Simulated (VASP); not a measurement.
SnO: single point with PBEsol

SnO:

```
CELL_PARAMETERS angstrom
3.35500 0.00000 0.00000
0.00000 5.67410 0.00000
0.00000 0.00000 4.22197
ATOMIC_POSITIONS crystal
Sn 0.00000 0.23191 0.51314
Sn 0.50000 0.76809 0.01314
O 0.00000 0.89125 0.73686
O 0.50000 0.10875 0.23686
```

- Program: VASP 6.6.1
- Task: single point
- Functional: PBEsol
- Potentials or basis: VASP PAW PBE potentials, release 64 (Sn_d, O)
- Cutoff: 520 eV
- k mesh: 8 × 6 × 6
- Occupations: gaussian, width 0.05 eV
- Spin: no spin polarisation
- Dipole correction: no
- Further INCAR settings: ALGO = Normal; EDIFF = 1e-06; NBANDS = 28

The pressure is -2.9 GPa, the largest force is 0.349 eV/Å and the band gap on the k mesh is 1.33 eV (least direct gap 1.97 eV).

Forces in eV/Å, atoms in the order of the input:
```
Sn   0.000 -0.335 -0.098
Sn   0.000  0.335 -0.098
O    0.000  0.122  0.098
O    0.000 -0.122  0.098
```

Stress tensor (GPa, compression positive):
```
-3.50  0.00  0.00
 0.00 -2.58  0.00
 0.00  0.00 -2.55
```

Levels at points of the mesh, in eV from the valence-band top:
```tsv
k point	band 16	band 17	band 18	band 19	band 20	band 21	band 22	band 23	band 24	band 25
(0.00, 0.00, 0.00)	-3.83	-3.50	-2.64	-2.05	0.00	2.61	3.10	5.81	5.86	8.00
(0.50, 0.00, 0.00)	-4.48	-2.58	-2.58	-1.25	-1.25	2.53	2.53	5.48	5.48	6.52
(0.00, 0.50, 0.00)	-4.07	-3.80	-2.66	-1.59	-1.37	3.27	3.86	4.79	4.97	6.86
(0.50, 0.50, 0.00)	-4.33	-2.65	-2.65	-0.91	-0.91	1.83	1.83	6.23	6.23	7.08
(0.00, 0.00, 0.50)	-3.43	-3.20	-3.20	-1.66	-1.66	2.61	2.61	5.17	5.17	7.91
(0.50, 0.00, 0.50)	-4.08	-3.15	-3.15	-1.08	-1.08	2.06	2.06	4.55	4.55	6.82
(0.00, 0.50, 0.50)	-3.19	-2.92	-2.92	-1.51	-1.51	1.87	1.87	5.92	5.92	7.80
(0.50, 0.50, 0.50)	-4.22	-3.43	-3.43	-0.43	-0.43	2.38	2.38	4.10	4.10	6.05
```

It took 2.6 min on 1 thread of Intel Xeon 8259CL (shared host), peak memory 0.28 GiB.

Caveat: the PAW data sets were made with another functional, which shifts forces and pressure a little; spin-orbit coupling is left out, which moves the levels of the heavy elements. A k mesh can miss the band edges.
